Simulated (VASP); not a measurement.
Set up this calculation in VASP 6.6.1, as the native input.

| Property | Result |
| --- | --- |
| Task | relaxation of cell and atoms |
| Functional | PBE |
| Potentials or basis | VASP PAW PBE potentials, release 64 (Ho_3, Nb_sv, Se), 4f in core |
| Cutoff | 500 eV |
| k mesh | 6 × 6 × 2 |
| Occupations | gaussian, width 0.1 eV |
| Spin | collinear spin, zero start |
| Starting moments | [0.0, 0.0, 0.0, 0.0, 0.0] μB |
| Dipole correction | no |
| Mended | yes |
| Further INCAR settings | ALGO = Normal; EDIFF = 1e-07; IBRION = 2; EDIFFG = -0.04; NSW = 90; ISIF = 3 |

The structure of HoNbSe3 lies in POSCAR:

```
HoNbSe3
1.0
    4.5986459900      0.0000000000      0.0000000000
   -2.2993229900      3.9825442500      0.0000000000
    0.0000000000      0.0000000000      8.4850717300
Ho Nb Se
1 1 3
Direct
    0.0000000000      0.0000000000      0.7246585800
    0.0000000000      0.0000000000      0.1713710200
    0.3333333300      0.6666666700      0.3942178500
    0.6666666700      0.3333333300      0.3942178500
    0.0000000000      0.0000000000      0.4613631400
```

The cell was built from a structure type or drawn by symmetry, and may not be a known phase.

These files were run (other wordings do the same):

INCAR

```
SYSTEM = HoNbSe3
  PREC = Accurate
  ENCUT = 500
  EDIFF = 1E-7
  ISMEAR = 0
  SIGMA = 0.1
  LREAL = .False.
  LASPH = .True.
  NELM = 200
  ALGO = Normal
  ISIF = 3
  LWAVE = .False.
  LCHARG = .False.
  ISPIN = 2
  MAGMOM = 0 0 0 0 0
  LORBIT = 11
  LMAXMIX = 6
  GGA = PE
  IBRION = 2
  NSW = 90
  EDIFFG = -0.04
  GGA_COMPAT = .False.
  NELMIN = 4
```

KPOINTS

```
regular mesh
0
Gamma
  6 6 2
  0 0 0
```

Potentials or basis: VASP PAW PBE potentials, release 64 (Ho_3, Nb_sv, Se), 4f in core.

Command:

```bash
$ cat potpaw_PBE.64/Ho_3/POTCAR potpaw_PBE.64/Nb_sv/POTCAR potpaw_PBE.64/Se/POTCAR > POTCAR
$ mpirun -np 1 vasp_std > vasp.out
```

Results of the run:

```
Relaxed volume                                        : 29.97 Å³/atom
Relaxed cell                                          : a = 4.719 Å, b = 4.719 Å, c = 7.770 Å, α = 90.00°, β = 90.00°, γ = 120.00°
Space group after relaxing (to 0.1 Å)                 : P6mm (No. 183)
Energy gained by relaxing                             : 1821.7 meV/atom
Ionic steps                                           : 35
Pressure after relaxing                               : 0.0 GPa
Largest force after relaxing                          : 0.022 eV/Å
Band gap on the k mesh                                : zero (filled and empty bands overlap)
Net moment                                            : 0.00 μB per cell
Valence electrons inside the program's atomic spheres : Ho 7.94; Nb 10.64; Se 3.82, 3.88 (each value once)
```

Caveat: the k points lie up to 0.40 Å⁻¹ apart in the final cell; the magnetic or orbital state may not be the lowest; the electronic state changed during the relaxation; spin-orbit coupling is left out, which moves the levels of the heavy elements; the 4f electrons are frozen in the core, so they carry no moment and show no levels.

It took 39 min on 1 thread of Intel(R) Xeon(R) 6975P-C (Granite Rapids), with other jobs on the host, peak memory 0.46 GiB.
